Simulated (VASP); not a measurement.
Set up this calculation in VASP 6.6.1, as the native input.

```yaml
Task: single point
Functional: PBE
Potentials_or_basis: VASP PAW PBE potentials, release 64 (Nb_sv)
Cutoff: 520 eV
k_mesh: 10 × 10 × 1
Occupations: fermi-dirac, width 0.05 eV
Spin: no spin polarisation
Dipole_correction: no
Further_INCAR_settings: ALGO = Normal; EDIFF = 1e-06; NBANDS = 12
```

The structure of Nb lies in POSCAR:

```
Nb
1.0
    2.5586800000      0.0000000000      0.0000000000
    0.0000000000      2.5586100000      0.0000000000
    0.0000000000      0.0000000000     23.8000000000
Nb
1
Direct
    0.0000000000      0.5000000000      0.2941200000
```

The input as run:

INCAR

```
  ALGO = Normal
  EDIFF = 1E-6
  ENCUT = 520
  GGA = PE
  ISIF = 2
  ISMEAR = -1
  LASPH = True
  LCHARG = False
  LREAL = False
  LWAVE = False
  NBANDS = 12
  NELM = 80
  PREC = Accurate
  SIGMA = 0.05
```

KPOINTS

```
k-points
0
Gamma
  10 10 1
```

Potentials or basis: VASP PAW PBE potentials, release 64 (Nb_sv).

Launch:

```console
$ cat potpaw_PBE.64/Nb_sv/POTCAR > POTCAR
$ mpirun -np 1 vasp_std > vasp.out
```

Wall time 44 s on 1 thread of Intel(R) Xeon(R) 6975P-C (Granite Rapids), on a shared host, peak memory 0.26 GiB.
